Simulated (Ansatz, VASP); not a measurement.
# Two plane-wave programs on TiO2

```xyz
6
Lattice="4.5922 0.0000 0.0000 0.0000 4.5922 0.0000 0.0000 0.0000 2.9574" Properties=species:S:1:pos:R:3 pbc="T T T"
Ti   -0.0111    0.0074   -0.0846
Ti    2.2850    2.3035    1.3942
O     1.3829    1.4014    0.0339
O     0.8909    3.6974    1.5126
O     3.1870    3.2055    0.0339
O     3.6790    0.9094    1.5126
```

Alike in both runs: functional r2SCAN; dispersion D4; k mesh 2 × 2 × 3; no spin polarisation.

Ansatz relaxed the structure, and its values are those at the end. VASP's run is a single point on that final structure, the one shown.

|  | VASP | Ansatz |
| --- | --- | --- |
| version | VASP 6.6.1 | Ansatz 0.2.0 |
| potentials or method | VASP PAW PBE potentials, release 64 (Ti_sv, O), cutoff 660 eV | plane waves, PAW |
| occupations | gaussian, width 0.1 eV | gaussian |
| valence electrons in the cell | 48 | 48 |

Ansatz gave:

* gap on the k mesh at the Fermi level (eV): 2.55
* rms of the force components (eV/Å): 0.000

What did VASP give for the same quantities?

gap on the k mesh at the Fermi level (eV): 2.55; rms of the force components (eV/Å): 0.058.

VASP's potentials were made for PBE, not for r2SCAN.

The k mesh is coarse, so the values compare programs but aren't converged.
